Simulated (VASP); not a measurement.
Input of a VASP 6.6.1 run:

Contents of INCAR:

```
SYSTEM = SnO2
PREC = Accurate
ENCUT = 520
EDIFF = 1E-6
ISMEAR = 0
SIGMA = 0.01
LREAL = .False.
LASPH = .True.
NELM = 80
ALGO = Normal
ISIF = 2
LWAVE = .False.
LCHARG = .False.
GGA = PS
NBANDS = 35
```

The input KPOINTS:

```
regular mesh
0
Gamma
  12 12 2
  0 0 0
```

The input POSCAR:

```
SnO2
1.0
    3.3042666926      0.0000000000      0.0000000000
   -1.6521333463      2.8615744485      0.0000000000
    0.0000000000      0.0000000000     11.0366831970
Sn O
2 4
Direct
    0.0000000000      0.0000000000      0.5000000000
    0.0000000000      0.0000000000      0.0000000000
    0.6666666667      0.3333333333      0.4058600000
    0.6666666667      0.3333333333      0.0941400000
    0.3333333333      0.6666666667      0.5941400000
    0.3333333333      0.6666666667      0.9058600000
```

Potentials or basis: VASP PAW PBE potentials, release 64 (Sn_d, O).

The run is started by

```bash
$ cat potpaw_PBE.64/Sn_d/POTCAR potpaw_PBE.64/O/POTCAR > POTCAR
$ mpirun -np 1 vasp_std > vasp.out
```

Estimate the pressure.

-10.6 GPa.

Estimate the largest force.

0.955 eV/Å.

Estimate the band gap on the k mesh.

1.69 eV, indirect (least direct gap 2.00 eV).

Forces in eV/Å, atoms in the order of the input:
```
Sn   0.000  0.000  0.000
Sn   0.000  0.000  0.000
O    0.000  0.000  0.955
O    0.000  0.000 -0.955
O    0.000  0.000 -0.955
O    0.000  0.000  0.955
```

Caveat: the PAW data sets were made with another functional, which shifts forces and pressure a little; spin-orbit coupling is left out, which moves the levels of the heavy elements. PBEsol gaps usually lie below the measured ones, often by a third to a half.
